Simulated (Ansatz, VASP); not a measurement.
One calculation of TiSi2, two programs

```
CELL_PARAMETERS angstrom
0.00000 4.11800 4.26150
2.38650 0.00000 4.26150
2.38650 4.11800 0.00000
ATOMIC_POSITIONS crystal
Ti 0.75000 0.75000 0.75000
Ti 0.50000 0.50000 0.50000
Si 0.08626 0.41374 0.08626
Si 0.41374 0.08626 0.41374
Si 0.16374 0.83626 0.16374
Si 0.83626 0.16374 0.83626
```

Alike in both runs: functional PBEsol; k mesh 10 × 10 × 10; occupations gaussian, width 0.1 eV; no spin polarisation.

Ansatz relaxed the structure, and its values are those at the end. VASP's run is a single point on that final structure, the one shown.

|  | VASP | Ansatz |
| --- | --- | --- |
| version | VASP 6.6.1 | Ansatz 0.2.0 |
| potentials or method | VASP PAW PBE potentials, release 64 (Ti_sv, Si), cutoff 520 eV | scalar-relativistic, plane waves, PAW |
| valence electrons in the cell | 40 | 40 |

Ansatz gave:

```
gap on the k mesh at the Fermi level (eV) : none
pressure (GPa)                            : -1.7
```

**Question.** What did VASP give for the same quantities?

**Answer.** gap on the k mesh at the Fermi level (eV): none; pressure (GPa): -1.6.

VASP's potentials were made for PBE, not for PBEsol. A gap of «none» marks a metal or a gap that the smearing closes. With one functional, cell and mesh, what is left measures potentials, basis and numerics. Ansatz's warnings: stress scf threshold loose.
